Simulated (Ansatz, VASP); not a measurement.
**Two plane-wave programs on HfN**

```
Hf N
1.0
     1.57682   -5.40052    0.00000
     1.57682    5.40052    0.00000
     0.00000    0.00000    3.07878
Hf N
2 2
Direct
  0.85514 0.14486 0.25000
  0.14486 0.85514 0.75000
  0.65008 0.34992 0.25000
  0.34992 0.65008 0.75000
```

Alike in both runs: functional PBEsol; k mesh 10 × 10 × 10; occupations gaussian, width 0.05 eV; no spin polarisation.

Ansatz relaxed the structure, and its values are those at the end. VASP's run is a single point on that final structure, the one shown.

```csv
,VASP,Ansatz
version,VASP 6.6.1,Ansatz 0.2.0
potentials or method,"VASP PAW PBE potentials, release 64 (Hf_pv, N), cutoff 520 eV","scalar-relativistic, plane waves, PAW"
valence electrons in the cell,30,62
```

|  | VASP | Ansatz | Ansatz less VASP |
| --- | --- | --- | --- |
| pressure (GPa) | -1.5 | 0.0 | +1.53 |
| rms of the force components (eV/Å) | 0.038 | 0.001 | -0.0372 |

VASP's potentials were made for PBE, not for PBEsol. VASP's potentials hold 30 valence electrons a cell and Ansatz's 62, so a difference there can come from the potentials and not from the codes.

Spin-orbit coupling is off throughout.
